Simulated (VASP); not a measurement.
SrSiH6, 8 atoms in the cell. The structure is cubic, space group Fm-3m (No. 225). Conventional cell: a = 7.695 Å, b = 7.695 Å, c = 7.695 Å, α = 90.00°, β = 90.00°, γ = 90.00°. Within 2.5 Å of Sr (site symmetry m-3m) lie 6 H at 1.91 Å. Si (site symmetry m-3m) has 6 H at 1.94 Å within 2.6 Å. Within 2.5 Å of H (site symmetry 4mm) lie 1 Sr at 1.91 Å and 1 Si at 1.94 Å. 

```yaml
Program: VASP 6.6.1
Task: relaxation of cell and atoms
Functional: PBEsol
Potentials_or_basis: VASP PAW PBE potentials, release 64 (Sr_sv, Si, H)
Cutoff: 600 eV
k_mesh: 6 × 6 × 6
Occupations: fermi-dirac, width 0.03 eV
Spin: no spin polarisation
Dipole_correction: no
Further_INCAR_settings: ALGO = Normal; EDIFF = 1e-06; IBRION = 2; EDIFFG = -0.01; NSW = 100; ISIF = 3
```

Potentials or basis: VASP PAW PBE potentials, release 64 (Sr_sv, Si, H).

Launch:

```bash
$ cat potpaw_PBE.64/Sr_sv/POTCAR potpaw_PBE.64/Si/POTCAR potpaw_PBE.64/H/POTCAR > POTCAR
$ mpirun -np 1 vasp_std > vasp.out
```

Hardware: 1 thread of Oxide Virtual Turin-like Processor (shared host).

**Question.** How long does it take, and how much memory?

**Answer.** Run time: 8.4 min on 1 thread of Oxide Virtual Turin-like Processor (shared host), peak memory 0.32 GiB. Counts: scf iterations 73, k points 16, ion steps 10.
